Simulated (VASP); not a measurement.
SnTe:

```xyz
2
Lattice="3.9047 0.0000 0.0000 0.0000 3.9047 0.0000 0.0000 0.0000 3.9047" Properties=species:S:1:pos:R:3 pbc="T T T"
Te    1.9524    1.9524    1.9524
Sn    0.0000    0.0000    0.0000
```

Base run:

| Quantity | Value |
| --- | --- |
| Program | VASP 6.6.1 |
| Functional | PBEsol |
| Potentials or basis | VASP PAW PBE potentials, release 64 (Te, Sn_d) |
| Cutoff | 520 eV |
| k mesh | 7 × 7 × 7 |
| Occupations | fermi-dirac, width 0.05 eV |
| Spin | no spin polarisation |

Its results: band gap on the k mesh zero (bands 10 and 11 overlap by 1.08 eV); pressure -3.8 GPa.

Problem. The run is repeated on the same cell with these changes: functional from PBEsol to HSE06; k mesh from 7 × 7 × 7 to 4 × 4 × 4. What comes out?

Solution. Band gap on the k mesh zero (bands 10 and 11 overlap by 1.59 eV); pressure -0.9 GPa.

Several settings changed at once.

Caveats: some runs use coarse meshes; the PAW data sets were made with another functional, which shifts forces and pressure a little; spin-orbit coupling is left out, which moves the levels of the heavy elements; the cell stands under tension (at least some runs).
